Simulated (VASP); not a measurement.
# Nb (Im-3m) in VASP: further runs

The runs below take Nb through single point, relaxation of cell and atoms, with r2SCAN.

All numbers are computed with VASP 6.6.1; they aren't measurements. Logs are shortened: lines on timing, memory, paths and dates and some standing lists are left out, and cuts for length are marked.

## 1. The cell of the first run

The structure is cubic, space group Im-3m (No. 229). Conventional cell: a = 3.305 Å, b = 3.305 Å, c = 3.305 Å, α = 90.00°, β = 90.00°, γ = 90.00°. Nb (site symmetry m-3m) has 14 Nb at 2.86 to 3.30 Å within 3.8 Å.

## 2. Single point, r2SCAN

The input, POSCAR:

```
Nb
1.0
   -1.6522847899      1.6522847899      1.6522847899
    1.6522847899     -1.6522847899      1.6522847899
    1.6522847899      1.6522847899     -1.6522847899
Nb
1
Direct
    0.0000000000      0.0000000000      0.0000000000
```

The input, INCAR.step1:

```
SYSTEM = Nb
  PREC = Accurate
  ENCUT = 520
  ISMEAR = 0
  SIGMA = 0.1
  LREAL = .FALSE.
  LASPH = .TRUE.
  NELM = 100
  NBANDS = 12
  GGA = PE
  ALGO = Normal
  EDIFF = 1E-4
  LWAVE = .TRUE.
  LCHARG = .FALSE.
```

The input, INCAR.step2:

```
SYSTEM = Nb
  PREC = Accurate
  ENCUT = 520
  EDIFF = 1E-6
  ISMEAR = 0
  SIGMA = 0.1
  LREAL = .FALSE.
  LASPH = .TRUE.
  NELM = 100
  ALGO = Normal
  ISIF = 2
  LWAVE = .FALSE.
  LCHARG = .FALSE.
  METAGGA = R2SCAN
  LMIXTAU = .TRUE.
  NBANDS = 12
  ISTART = 1
```

The input, KPOINTS:

```
Automatic mesh
0
G
  18 18 18
  0 0 0
```

Potentials or basis: VASP PAW PBE potentials, release 64 (Nb_sv).

Command:

```sh
$ cat potpaw_PBE.64/Nb_sv/POTCAR > POTCAR
$ cp INCAR.step1 INCAR
$ mpirun -np 1 vasp_std > vasp.out
$ cp INCAR.step2 INCAR
$ mpirun -np 1 vasp_std > vasp.out
```

OUTCAR:

```text
SYSTEM = Nb
   PREC = Accurate
   ENCUT = 520
   EDIFF = 1E-6
   ISMEAR = 0
   LREAL = .FALSE.
   LASPH = .TRUE.
   NELM = 100
   ISIF = 2
   METAGGA = R2SCAN
   ISTART = 1

 ion  position               nearest neighbor table
   1  0.000  0.000  0.000-

  LATTYP: Found a body centered cubic cell.
 ALAT       =     3.3045695798

  Lattice vectors:

 A1 = (  -1.6522847899,   1.6522847899,   1.6522847899)
 A2 = (   1.6522847899,  -1.6522847899,   1.6522847899)
 A3 = (   1.6522847899,   1.6522847899,  -1.6522847899)

Analysis of symmetry for initial positions (statically):
=====================================================================
 Subroutine PRICEL returns:
 Original cell was already a primitive cell.

 Routine SETGRP: Setting up the symmetry group for a
 body centered cubic supercell.

 Subroutine GETGRP returns: Found 48 space group operations
 (whereof 48 operations were pure point group operations)
 out of a pool of 48 trial point group operations.

The static configuration has the point symmetry O_h .

Analysis of symmetry for dynamics (positions and initial velocities):
=====================================================================
 Subroutine PRICEL returns:
 Original cell was already a primitive cell.

 Routine SETGRP: Setting up the symmetry group for a
 body centered cubic supercell.

 Subroutine GETGRP returns: Found 48 space group operations
 (whereof 48 operations were pure point group operations)
 out of a pool of 48 trial point group operations.

The dynamic configuration has the point symmetry O_h .

 Subroutine INISYM returns: Found 48 space group operations
 (whereof 48 operations are pure point group operations),
 and found     1 'primitive' translations

----------------------------------------------------------------------------------------

                                     Primitive cell

  volume of cell :      18.0432

  direct lattice vectors                    reciprocal lattice vectors
    -1.652284790  1.652284790  1.652284790     0.000000000  0.302611271  0.302611271
     1.652284790 -1.652284790  1.652284790     0.302611271  0.000000000  0.302611271
     1.652284790  1.652284790 -1.652284790     0.302611271  0.302611271  0.000000000

  length of vectors
     2.861841205  2.861841205  2.861841205     0.427956963  0.427956963  0.427956963

  position of ions in fractional coordinates (direct lattice)
     0.000000000  0.000000000  0.000000000

  ion indices of the primitive-cell ions
   primitive index   ion index
                 1           1

----------------------------------------------------------------------------------------

 KPOINTS: Automatic mesh

Automatic generation of k-mesh.
 Grid dimensions read from file:
 generate k-points for:   18   18   18

 Generating k-lattice:

  Cartesian coordinates                     Fractional coordinates (reciprocal lattice)
     0.000000000  0.016811737  0.016811737     0.055555556  0.000000000  0.000000000
     0.016811737  0.000000000  0.016811737     0.000000000  0.055555556  0.000000000
     0.016811737  0.016811737  0.000000000     0.000000000  0.000000000  0.055555556

  Length of vectors
     0.023775387  0.023775387  0.023775387

  Shift w.r.t. Gamma in fractional coordinates (k-lattice)
     0.000000000  0.000000000  0.000000000

 Subroutine IBZKPT returns following result:
 ===========================================

 Found    195 irreducible k-points:

 Following reciprocal coordinates:
            Coordinates               Weight
  0.000000  0.000000  0.000000      1.000000
  0.055556  0.000000  0.000000     12.000000
  0.111111  0.000000  0.000000     12.000000
  0.166667  0.000000  0.000000     12.000000
  0.222222  0.000000  0.000000     12.000000
  0.277778  0.000000  0.000000     12.000000
[... 16 lines left out ...]
  0.333333  0.111111 -0.000000     48.000000
  0.388889  0.111111 -0.000000     48.000000
 [... further k-points ...]
   k-points           NKPTS =    195   k-points in BZ     NKDIM =    195   number of bands    NBANDS=     12
   number of dos      NEDOS =    301   number of ions     NIONS =      1
   total plane-waves  NPLWV =  13824
   dimension x,y,z NGX =    24 NGY =   24 NGZ =   24
   dimension x,y,z NGXF=    48 NGYF=   48 NGZF=   48
   ions per type =               1
   NGX,Y,Z   is equivalent  to a cutoff of  13.94, 13.94, 13.94 a.u.
   NGXF,Y,Z  is equivalent  to a cutoff of  27.88, 27.88, 27.88 a.u.
 SYSTEM =  Nb
   PREC   = accura    normal or accurate (medium, high low for compatibility)
   ISTART =      1    job   : 0-new  1-cont  2-samecut
   ICHARG =      0    charge: 1-file 2-atom 10-const
   ISPIN  =      1    spin polarized calculation?
   LNONCOLLINEAR =      F non collinear calculations
   LSORBIT =      F    spin-orbit coupling
   LASPH  =      T    aspherical Exc in radial PAW
   ENCUT  =  520.0 eV  38.22 Ry    6.18 a.u.   5.32  5.32  5.32*2*pi/ulx,y,z
   NELM   =    100;   NELMIN=  2; NELMDL=  0     # of ELM steps
   EDIFF  = 0.1E-05   stopping-criterion for ELM
   LREAL  =      F    real-space projection
   EDIFFG = 0.1E-04   stopping-criterion for IOM
   NSW    =      0    number of steps for IOM
   IBRION =     -1    ionic relax: 0-MD 1-quasi-New 2-CG
   NFREE  =      0    steps in history (QN), initial steepest desc. (CG)
   ISIF   =      2    stress and relaxation
   ISYM   =      2    0-nonsym 1-usesym 2-fastsym
   POTIM  = 0.5000    time-step for ionic-motion
   TEBEG  =    0.0;   TEEND  =   0.0 temperature during run
   PSTRESS=    0.0 pullay stress
   NELECT =      13.0000    total number of electrons
   NUPDOWN=      -1.0000    fix difference up-down
   EMIN   =  10.00;   EMAX   =-10.00  energy-range for DOS
   EFERMI =   0.00;   METHOD = LEGACY
   ISMEAR =     0;   SIGMA  =   0.10  broadening in eV -4-tet -1-fermi 0-gaus
   EFERMI_NEDOS =   21; number of points for ismear=-14 and -15
   IALGO  =     38    algorithm
   IMIX   =      4    mixing-type and parameters
     AMIX     =   0.40;   BMIX     =  1.00
     AMIX_MAG =   1.60;   BMIX_MAG =  1.00
  volume/ion in A,a.u.               =      18.04       121.76
  Fermi-wavevector in a.u.,A,eV,Ry     =   1.467634  2.773426 29.306256  2.153949
  Thomas-Fermi vector in A             =   2.583228
   LORBIT       =      0    0 simple, 1 ext, 2 COOP (PROOUT), +10 PAW based schemes
   METAGGA = R2SCAN    functional components
   LHFCALC =     F    Hartree Fock is set to
   AEXX    =    0.0000 exact exchange contribution
   IVDW    =     0    specifies the selected vdW correction
   LEPSILON=     F    determine dielectric tensor
   LRPA    =     F    only Hartree local field effects (RPA)
 non-spin polarized calculation
 Gauss-broadening in eV      SIGMA  =   0.10
  energy-cutoff  :      520.00
  volume of cell :       18.04
 maximum number of plane-waves:       498
 NGX is ok and might be reduce to    24
   NGX = 11   NGY = 11   NGZ = 11

 number of electron      13.0000000 magnetization

 Free energy of the ion-electron system (eV)
  ---------------------------------------------------
  ext. energy  EPLUGINS =         0.00000000
  ---------------------------------------------------
  free energy    TOTEN  =       -24.84664984 eV

  energy without entropy =      -24.83869355  energy(sigma->0) =      -24.84267170

 E-fermi :  11.0896     XC(G=0): -13.6172

 val. band max:       11.0864043294   @ k =  -0.2222   0.2778   0.1111
 cond. band min:      11.1025490194   @ k =  -0.3333   0.4444   0.0556
 fundamental gap:      0.0161446900
 Fermi energy:        11.0896022849

 k-point     1 :       0.0000    0.0000    0.0000
  band No.  band energies     occupation
      1     -45.0489      2.00000
      2     -19.5917      2.00000
      3     -19.5917      2.00000
      4     -19.5917      2.00000
      5       4.8270      2.00000
      6      11.5548      0.00000
      7      11.5548      0.00000
      8      11.5548      0.00000
      9      14.6724      0.00000
     10      14.6724      0.00000
     11      25.9843      0.00000
     12      25.9843      0.00000

 k-point     2 :       0.0556    0.0000    0.0000
  band No.  band energies     occupation
      1     -45.0411      2.00000
      2     -19.6387      2.00000
      3     -19.6058      2.00000
      4     -19.5921      2.00000
      5       4.9609      2.00000
      6      11.4703      0.00000
      7      11.5337      0.00000
      8      11.6815      0.00000
      9      14.5392      0.00000
     10      14.6712      0.00000
     11      26.0952      0.00000
     12      26.2169      0.00000

 k-point     3 :       0.1111    0.0000    0.0000
  band No.  band energies     occupation
      1     -45.0183      2.00000
      2     -19.7726      2.00000
      3     -19.6461      2.00000
      4     -19.5933      2.00000
      5       5.3457      2.00000
      6      11.2372      0.03682
      7      11.4466      0.00000
      8      12.0569      0.00000
      9      14.2539      0.00000
     10      14.6752      0.00000
     11      26.3668      0.00000
     12      26.8920      0.00000
[... 286 lines left out ...]
 k-point    23 :       0.3333    0.1111   -0.0000
  band No.  band energies     occupation
      1     -44.8041      2.00000
      2     -20.8430      2.00000
      3     -20.0360      2.00000
      4     -19.6652      2.00000
      5       7.7053      2.00000
      6       9.6688      2.00000
      7      11.5990      0.00000
      8      14.3875      0.00000
      9      15.4665      0.00000
     10      17.2684      0.00000
     11      24.2987      0.00000
     12      25.1135      0.00000

 k-point    24 :       0.3889    0.1111   -0.0000
  band No.  band energies     occupation
      1     -44.7818      2.00000
      2     -20.9423      2.00000
      3     -20.0829      2.00000
      4     -19.6674      2.00000
      5       7.6168      2.00000
      6       9.5396      2.00000
      7      12.1952      0.00000
      8      14.5202      0.00000
      9      15.6514      0.00000
     10      18.1193      0.00000
     11      23.6436      0.00000
     12      24.2707      0.00000

 [... further k-points ...]

------------------------ aborting loop because EDIFF is reached ----------------------------------------

  FORCE on cell =-STRESS in cart. coord.  units (eV):
  Direction    XX          YY          ZZ          XY          YZ          ZX
  --------------------------------------------------------------------------------------
  -------------------------------------------------------------------------------------
  Total       -0.0196135     -0.0196135     -0.0196135     -0.0000000      0.0000000      0.0000000
  in kB       -1.7416136     -1.7416136     -1.7416136     -0.0000000      0.0000000      0.0000000
  external PRESSURE =      -1.7416136 kB  Pullay stress =       0.0000000 kB

 VOLUME and BASIS-vectors are now :
 -----------------------------------------------------------------------------
  energy-cutoff  :      520.00
  volume of cell :       18.04
      direct lattice vectors                 reciprocal lattice vectors
    -1.652284790  1.652284790  1.652284790     0.000000000  0.302611271  0.302611271
     1.652284790 -1.652284790  1.652284790     0.302611271  0.000000000  0.302611271
     1.652284790  1.652284790 -1.652284790     0.302611271  0.302611271  0.000000000

 POSITION                                       TOTAL-FORCE (eV/Angst)
 -----------------------------------------------------------------------------------
      0.00000      0.00000      0.00000         0.000000     -0.000000     -0.000000
 -----------------------------------------------------------------------------------
    total drift:                                0.000000     -0.000000     -0.000000

  FREE ENERGIE OF THE ION-ELECTRON SYSTEM (eV)
  ---------------------------------------------------
  free  energy   TOTEN  =       -24.8466498436 eV

  energy  without entropy=      -24.8386935489  energy(sigma->0) =      -24.84267170
```

Wall time 70 s (1 thread of Intel Xeon Platinum 8488C (Sapphire Rapids), shared host); peak memory 0.17 GiB.

What came out:

```
Free energy : -24.8466 eV
Pressure    : -0.2 GPa
```

Levels at points of the mesh, in eV from the Fermi level:
```
           k point  band 2  band 3  band 4  band 5  band 6  band 7  band 8  band 9  band 10  band 11
(0.00, 0.00, 0.00)  -30.68  -30.68  -30.68   -6.26    0.47    0.47    0.47    3.58     3.58    14.89
(0.50, 0.00, 0.00)  -32.12  -31.13  -30.70   -3.88   -1.68    2.27    3.60    4.32     6.66    12.17
(0.50, 0.50, 0.50)  -31.66  -31.66  -31.66   -3.86   -3.86    5.87    5.87    5.87     9.53     9.53
```

Caveat: the PAW data sets were made with another functional, which shifts forces and pressure a little.

## 3. Relaxation of cell and atoms, r2SCAN

This run uses another cell than the first one, of 18.26 Å³/atom, 1.012 times its volume.

The input, POSCAR:

```
Nb
1.0
   -1.6588161900      1.6588161900      1.6588161900
    1.6588161900     -1.6588161900      1.6588161900
    1.6588161900      1.6588161900     -1.6588161900
Nb
1
Direct
    0.0000000000      0.0000000000      0.0000000000
```

The input, INCAR.step1:

```
SYSTEM = Nb
  ALGO = Normal
  EDIFF = 1E-4
  ENCUT = 600
  GGA = PE
  ISMEAR = 0
  LASPH = .True.
  LCHARG = .False.
  LREAL = .False.
  LWAVE = .True.
  NELM = 80
  PREC = Accurate
  SIGMA = 0.1
```

The input, INCAR.step2:

```
SYSTEM = Nb
  ALGO = Normal
  EDIFF = 1E-7
  EDIFFG = -0.005
  ENCUT = 600
  IBRION = 2
  ISIF = 3
  ISMEAR = 0
  ISTART = 1
  LASPH = .True.
  LCHARG = .False.
  LMIXTAU = .True.
  LREAL = .False.
  LWAVE = .False.
  METAGGA = R2SCAN
  NELM = 80
  NSW = 100
  PREC = Accurate
  SIGMA = 0.1
```

The input, KPOINTS:

```
k-points
0
Gamma
  18 18 18
  0 0 0
```

Potentials or basis: VASP PAW PBE potentials, release 64 (Nb_sv).

Command:

```sh
$ cat potpaw_PBE.64/Nb_sv/POTCAR > POTCAR
$ cp INCAR.step1 INCAR
$ mpirun -np 1 vasp_std > vasp.out
$ cp INCAR.step2 INCAR
$ mpirun -np 1 vasp_std > vasp.out
```

Wall time 3.8 min (1 thread of Intel Xeon Platinum 8488C (Sapphire Rapids), shared host); peak memory 0.19 GiB.

It converged, with:

- Free energy: -24.8453 eV
- Relaxed volume: 18.03 Å³/atom
- Relaxed cell: a = 2.861 Å, b = 2.861 Å, c = 2.861 Å, α = 109.47°, β = 109.47°, γ = 109.47°
- Space group after relaxing (to 0.05 Å): Im-3m (No. 229)
- Energy gained by relaxing: 1.6 meV/atom
- Ionic steps: 3
- Pressure after relaxing: 0.0 GPa

The path:
```
step  energy change (eV)  largest force (eV/Å)  pressure (GPa)  volume (Å³)
   1              0.0000                0.0000           -2.17        18.26
   2              0.0038                0.0000            4.22        17.61
   3             -0.0016                0.0000           -0.01        18.03
```

Final structure:
```
CELL_PARAMETERS angstrom
-1.65186 1.65186 1.65186
1.65186 -1.65186 1.65186
1.65186 1.65186 -1.65186
ATOMIC_POSITIONS crystal
Nb 0.00000 0.00000 0.00000
```

Levels at points of the mesh, in eV from the Fermi level:
| k point | band 3 | band 4 | band 5 | band 6 | band 7 | band 8 | band 9 | band 10 |
| --- | --- | --- | --- | --- | --- | --- | --- | --- |
| (0.00, 0.00, 0.00) | -30.68 | -30.68 | -6.26 | 0.46 | 0.46 | 0.46 | 3.58 | 3.58 |
| (0.50, 0.00, 0.00) | -31.13 | -30.69 | -3.88 | -1.69 | 2.27 | 3.60 | 4.33 | 6.67 |
| (0.50, 0.50, 0.50) | -31.66 | -31.66 | -3.86 | -3.86 | 5.88 | 5.88 | 5.88 | 9.54 |

Caveat: the PAW data sets were made with another functional, which shifts forces and pressure a little.
